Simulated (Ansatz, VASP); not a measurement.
# HfC in VASP and in Ansatz

Contents of INCAR:

```
SYSTEM = HfC
PREC = Accurate
ENCUT = 520
EDIFF = 1E-7
ISMEAR = 0
SIGMA = 0.15
LREAL = .FALSE.
LASPH = .TRUE.
NELM = 100
ALGO = Normal
ISIF = 2
LWAVE = .FALSE.
LCHARG = .TRUE.
GGA = PS
LELF = .TRUE.
LVHAR = .TRUE.
NBANDS = 14
```

The input KPOINTS:

```
regular mesh
0
G
  18 18 18
  0 0 0
```

Contents of POSCAR:

```
HfC
1.0
    0.0653325000      2.3250000000      2.3250000000
    2.3903325000      0.0000000000      2.3903325000
    2.3250000000      2.3250000000      0.0653325000
Hf C
1 1
Direct
    0.5000000000      0.5000000000      0.5000000000
    0.0000000000      0.0000000000      0.0000000000
```

Input for Ansatz:

```yaml
crystal:
  lattice:
    - [0.0653325, 2.325, 2.325]
    - [2.3903325, 0.0, 2.3903325]
    - [2.325, 2.325, 0.0653325]
  atoms:
    - { symbol: Hf, position: [0.5, 0.5, 0.5] }
    - { symbol: C, position: [0.0, 0.0, 0.0] }
basis:
  ecutwfc: 420
kpoints:
  mp_grid: { grid: [18, 18, 18] }
hamiltonian:
  xc: pbesol
scf:
  occupations: { method: gaussian, width: 0.15 }
output:
  forces: true
  stress: true
  eigenvalues: true
```

Change from the starting cell: strain +0.0562 x Voigt [0, 0, 0, 0, 1, 0], atoms carried along.

Alike in both runs: task single point; functional PBEsol; k mesh 18 × 18 × 18; occupations gaussian, width 0.15 eV; no spin polarisation.

```csv
,VASP,Ansatz
version,VASP 6.6.1,Ansatz 0.2.0
potentials or method,"VASP PAW PBE potentials, release 64 (Hf_pv, C), cutoff 520 eV","scalar-relativistic, plane waves, PAW"
valence electrons in the cell,14,30
```

VASP gave:

```
gap on the k mesh at the Fermi level (eV)                     : none
pressure (GPa)                                                : -6.8
traceless stress, the component that is largest in VASP (GPa) : -9.52
```

Problem. What did Ansatz give for the same quantities?

Solution. gap on the k mesh at the Fermi level (eV): none; pressure (GPa): -6.4; traceless stress, the component that is largest in VASP (GPa): -9.51.

VASP's potentials were made for PBE, not for PBEsol. A gap of «none» marks a metal or a gap that the smearing closes. VASP's potentials hold 14 valence electrons a cell and Ansatz's 30, so a difference there can come from the potentials and not from the codes.

Spin-orbit coupling is off throughout.
